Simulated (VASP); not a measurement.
TiC3:

```
Ti C
1.0
     2.55892    0.00000    0.00000
    -1.27946    2.21609    0.00000
     0.00000    0.00000    7.94027
Ti C
1 3
Direct
  0.66667 0.33333 0.00000
  0.66667 0.33333 0.50000
  0.33333 0.66667 0.24192
  0.33333 0.66667 0.75808
```

* Program: VASP 6.6.1
* Task: relaxation of cell and atoms
* Functional: PBE
* Potentials or basis: VASP PAW PBE potentials, release 64 (Ti_sv, C)
* Cutoff: 600 eV
* k mesh: 6 × 6 × 2
* Occupations: gaussian, width 0.1 eV
* Spin: no spin polarisation

At the start: pressure -16.5 GPa; volume 11.26 Å³/atom.

Question: Where does the relaxation end?

Answer: Over 15 steps the energy falls by 2002.7 meV/atom and the volume is 8.45 Å³/atom (-25.0 %); space group P-6m2 (No. 187, to 0.05 Å).

The path:
```tsv
step	energy change (eV)	largest force (eV/Å)	pressure (GPa)	volume (Å³)
1	0.0000	0.4861	-16.52	45.03
2	-1.3991	1.6218	5.92	37.63
3	-1.4826	2.2016	14.47	36.25
4	-2.5768	2.8804	9.54	35.70
5	-6.7399	4.5002	29.41	30.94
6	-6.8376	2.8598	7.86	32.49
7	-6.9051	3.5205	17.81	31.60
8	-7.9553	0.4458	-2.67	35.47
9	-7.9552	0.4878	-2.70	35.44
10	-8.0052	0.1193	-2.10	34.50
11	-8.0053	0.1534	-2.07	34.45
12	-8.0094	0.1846	1.17	33.76
13	-8.0097	0.1850	0.57	33.88
14	-8.0101	0.1382	0.09	33.70
15	-8.0110	0.0037	0.28	33.79
```

Final structure:
```yaml
crystal:
  lattice:
    - [3.01695, 0.00000, 0.00000]
    - [-1.50847, 2.61275, 0.00000]
    - [0.00000, 0.00000, 4.28630]
  atoms:
    - { symbol: Ti, position: [0.66667, 0.33333, 0.00000] }
    - { symbol: C, position: [0.66667, 0.33333, 0.50000] }
    - { symbol: C, position: [0.33333, 0.66667, 0.32314] }
    - { symbol: C, position: [0.33333, 0.66667, 0.67686] }
```

Caveat: the k points lie up to 0.73 Å⁻¹ apart in the final cell; the volume moved by over 15 % at a fixed basis, so the end points are rough.
